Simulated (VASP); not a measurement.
# CoSi (zincblende type) (F-43m) in VASP: further runs, part 2 of 2

VASP 6.6.1. The steps go on from the part before.

## (3) Single point, PBE

File INCAR:

```
SYSTEM = CoSi
PREC = Accurate ; ENCUT = 520
EDIFF = 1E-6 ; ISMEAR = -1
SIGMA = 0.05 ; LREAL = .False.
LASPH = .True. ; NELM = 60
ALGO = Normal ; ISIF = 2
LWAVE = .False. ; LCHARG = .True.
GGA = PE ; LELF = .True.
LVHAR = .True. ; NBANDS = 14
```

File KPOINTS:

```
Automatic mesh
0
Gamma
  13 13 13
  0 0 0
```

File POSCAR:

```
CoSi
1.0
    0.0000000000      2.4571551124      2.4571551124
    2.4571551124      0.0000000000      2.4571551124
    2.4571551124      2.4571551124      0.0000000000
Co Si
1 1
Direct
    0.0000000000      0.0000000000      0.0000000000
    0.2500000000      0.2500000000      0.2500000000
```

Potentials or basis: VASP PAW PBE potentials, release 64 (Co, Si).

Started as:

```console
cat potpaw_PBE.64/Co/POTCAR potpaw_PBE.64/Si/POTCAR > POTCAR
mpirun -np 1 vasp_std > vasp.out
```

OUTCAR:

```text
SYSTEM = CoSi
   PREC = Accurate
   ENCUT = 520
   EDIFF = 1E-6
   ISMEAR = -1
   LREAL = .False.
   LASPH = .True.
   NELM = 60
   ISIF = 2
   GGA = PE

 ion  position               nearest neighbor table
   1  0.000  0.000  0.000-   2 2.13   2 2.13   2 2.13   2 2.13
   2  0.250  0.250  0.250-   1 2.13   1 2.13   1 2.13   1 2.13

  LATTYP: Found a face centered cubic cell.
 ALAT       =     4.9143102248

  Lattice vectors:

 A1 = (   0.0000000000,   2.4571551124,   2.4571551124)
 A2 = (   2.4571551124,   0.0000000000,   2.4571551124)
 A3 = (   2.4571551124,   2.4571551124,   0.0000000000)

Analysis of symmetry for initial positions (statically):
=====================================================================
 Subroutine PRICEL returns:
 Original cell was already a primitive cell.

 Routine SETGRP: Setting up the symmetry group for a
 face centered cubic supercell.

 Subroutine GETGRP returns: Found 24 space group operations
 (whereof 24 operations were pure point group operations)
 out of a pool of 48 trial point group operations.

The static configuration has the point symmetry T_d .

Analysis of symmetry for dynamics (positions and initial velocities):
=====================================================================
 Subroutine PRICEL returns:
 Original cell was already a primitive cell.

 Routine SETGRP: Setting up the symmetry group for a
 face centered cubic supercell.

 Subroutine GETGRP returns: Found 24 space group operations
 (whereof 24 operations were pure point group operations)
 out of a pool of 48 trial point group operations.

The dynamic configuration has the point symmetry T_d .

 Subroutine INISYM returns: Found 24 space group operations
 (whereof 24 operations are pure point group operations),
 and found     1 'primitive' translations

----------------------------------------------------------------------------------------

                                     Primitive cell

[... 119 lines left out ...]
   LEPSILON=     F    determine dielectric tensor
   LRPA    =     F    only Hartree local field effects (RPA)
 non-spin polarized calculation
  energy-cutoff  :      520.00
  volume of cell :       29.67
 maximum number of plane-waves:       821
 NGX is ok and might be reduce to    28
   NGX = 13   NGY = 13   NGZ = 13

 number of electron      12.9999995 magnetization

 Free energy of the ion-electron system (eV)
  ---------------------------------------------------
  ext. energy  EPLUGINS =         0.00000000
  ---------------------------------------------------
  free energy    TOTEN  =       -11.60254190 eV

  energy without entropy =      -11.59622747  energy(sigma->0) =      -11.59938468

 E-fermi :   7.1880     XC(G=0): -11.0302

 val. band max:        7.1201255898   @ k =  -0.3077   0.3077   0.0769
 cond. band min:       7.2530063399   @ k =   0.4615   0.3077   0.0000
 fundamental gap:      0.1328807501
 Fermi energy:         7.1880028961

 k-point     1 :       0.0000    0.0000    0.0000
  band No.  band energies     occupation
      1      -3.3016      2.00000
      2       4.5874      2.00000
      3       4.5874      2.00000
      4       4.5874      2.00000
      5       5.9765      2.00000
      6       5.9765      2.00000
      7      14.3943      0.00000
      8      14.3943      0.00000
      9      14.3943      0.00000
     10      15.2647      0.00000
     11      15.2647      0.00000
     12      15.2647      0.00000
     13      17.2726      0.00000
     14      21.5706      0.00000
[... 377 lines left out ...]
      1      -0.5875      2.00000
      2       3.1809      2.00000
      3       4.6874      2.00000
      4       4.9516      2.00000
      5       6.0160      2.00000
      6       6.2172      2.00000
      7       6.8350      1.99828
      8      10.5139      0.00000
      9      10.6574      0.00000
     10      14.7038      0.00000
     11      17.6214      0.00000
     12      17.7614      0.00000
     13      19.8379      0.00000
     14      21.9972      0.00000

 [... further k-points ...]

------------------------ aborting loop because EDIFF is reached ----------------------------------------

  FORCE on cell =-STRESS in cart. coord.  units (eV):
  Direction    XX          YY          ZZ          XY          YZ          ZX
  --------------------------------------------------------------------------------------
  -------------------------------------------------------------------------------------
  Total        2.5856367      2.5856367      2.5856367      0.0000000      0.0000000      0.0000000
  in kB      139.6208793    139.6208793    139.6208793      0.0000000      0.0000000      0.0000000
  external PRESSURE =     139.6208793 kB  Pullay stress =       0.0000000 kB

 VOLUME and BASIS-vectors are now :
 -----------------------------------------------------------------------------
  energy-cutoff  :      520.00
  volume of cell :       29.67
      direct lattice vectors                 reciprocal lattice vectors
     0.000000000  2.457155112  2.457155112    -0.203487357  0.203487357  0.203487357
     2.457155112  0.000000000  2.457155112     0.203487357 -0.203487357  0.203487357
     2.457155112  2.457155112  0.000000000     0.203487357  0.203487357 -0.203487357

 POSITION                                       TOTAL-FORCE (eV/Angst)
 -----------------------------------------------------------------------------------
      0.00000      0.00000      0.00000         0.000000      0.000000     -0.000000
      1.22858      1.22858      1.22858        -0.000000     -0.000000      0.000000
 -----------------------------------------------------------------------------------
    total drift:                                0.000001      0.000001      0.000001

  FREE ENERGIE OF THE ION-ELECTRON SYSTEM (eV)
  ---------------------------------------------------
  free  energy   TOTEN  =       -11.6025418963 eV

  energy  without entropy=      -11.5962274695  energy(sigma->0) =      -11.59938468
```

OSZICAR:

```text
N       E                     dE             d eps       ncg     rms          rms(c)
DAV:   1     0.476116667988E+02    0.47612E+02   -0.53573E+03  2352   0.902E+02
DAV:   2    -0.103264711855E+02   -0.57938E+02   -0.52706E+02  2520   0.179E+02
DAV:   3    -0.127333706531E+02   -0.24069E+01   -0.23755E+01  3060   0.416E+01
DAV:   4    -0.127738880986E+02   -0.40517E-01   -0.40501E-01  2810   0.506E+00
DAV:   5    -0.127749855299E+02   -0.10974E-02   -0.10974E-02  3058   0.854E-01    0.119E+01
DAV:   6    -0.162653136957E+02   -0.34903E+01   -0.46129E+01  2664   0.914E+01    0.172E+01
DAV:   7    -0.115994761716E+02    0.46658E+01   -0.20711E+01  2856   0.646E+01    0.241E+00
DAV:   8    -0.116127098047E+02   -0.13234E-01   -0.27300E-01  2752   0.367E+00    0.147E+00
DAV:   9    -0.116031591287E+02    0.95507E-02   -0.45641E-02  2960   0.278E+00    0.351E-01
DAV:  10    -0.116025326147E+02    0.62651E-03   -0.54188E-03  3138   0.892E-01    0.902E-02
DAV:  11    -0.116025414479E+02   -0.88332E-05   -0.27065E-04  3494   0.186E-01    0.540E-02
DAV:  12    -0.116025414421E+02    0.58802E-08   -0.34995E-05  3352   0.528E-02    0.253E-02
DAV:  13    -0.116025418963E+02   -0.45424E-06   -0.55299E-06  2102   0.268E-02
   1 F= -.11602542E+02 E0= -.11599385E+02  d E =-.631443E-02
```

stdout:

```text
POSCAR found type information on POSCAR CoSi
 POSCAR found :  2 types and       2 ions
 scaLAPACK will be used
 LDA part: xc-table for (Slater+PW92), standard interpolation
 POSCAR, INCAR and KPOINTS ok, starting setup
 FFT: planning ... GRIDC
 FFT: planning ... GRID_SOFT
 FFT: planning ... GRID
 WAVECAR not read
 entering main loop
```

It took 61 s on 1 thread of Intel Xeon 8259CL, shared host; peak memory 0.18 GiB.

What came out:

* Free energy: -11.6025 eV
* Pressure: 14.0 GPa
* Band gap on the k mesh: zero (an odd number of electrons rules out a gap without spin polarisation)

Caveat: the cell stands under pressure; the run has no spin polarisation, though such a crystal can be magnetic. Spin polarisation is off, so any magnetic state and its effect on volume and gap are missing.
